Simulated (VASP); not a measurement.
Here is a VASP 6.6.1 calculation.

File INCAR:

```
SYSTEM = NaAl
PREC     = Accurate       ! precision mode
ENCUT    = 520            ! plane-wave cutoff, eV
EDIFF    = 1E-6           ! SCF threshold, eV
ISMEAR   = 0              ! smearing method
SIGMA    = 0.1            ! smearing width, eV
LREAL    = .FALSE.        ! projectors in reciprocal space
LASPH    = .TRUE.         ! aspherical terms in the spheres
NELM     = 100            ! most SCF steps
ALGO     = Normal         ! electronic algorithm
ISIF     = 2              ! what is computed and relaxed
LWAVE    = .FALSE.        ! write WAVECAR
LCHARG   = .FALSE.        ! write CHGCAR
GGA      = PE             ! functional
NBANDS   = 12             ! bands
```

The input KPOINTS:

```
regular mesh
0
G
  6 6 6
  0 0 0
```

POSCAR

```
NaAl
1.0
    3.5955725534      0.0000000000      0.0000000000
    0.0000000000      3.5955725534      0.0000000000
    0.0000000000      0.0000000000      3.5955725534
Na Al
1 1
Direct
    0.0000000000      0.0000000000      0.0000000000
    0.5000000000      0.5000000000      0.5000000000
```

Potentials or basis: VASP PAW PBE potentials, release 64 (Na_pv, Al).

The run is started by

```sh
$ cat potpaw_PBE.64/Na_pv/POTCAR potpaw_PBE.64/Al/POTCAR > POTCAR
$ mpirun -np 1 vasp_std > vasp.out
```

Q: Predict the pressure.

A: 0.2 GPa.

Q: Predict the band gap on the k mesh.

A: Zero (band 5 reaches 6.55 eV, above the bottom of band 6 at 1.83 eV).
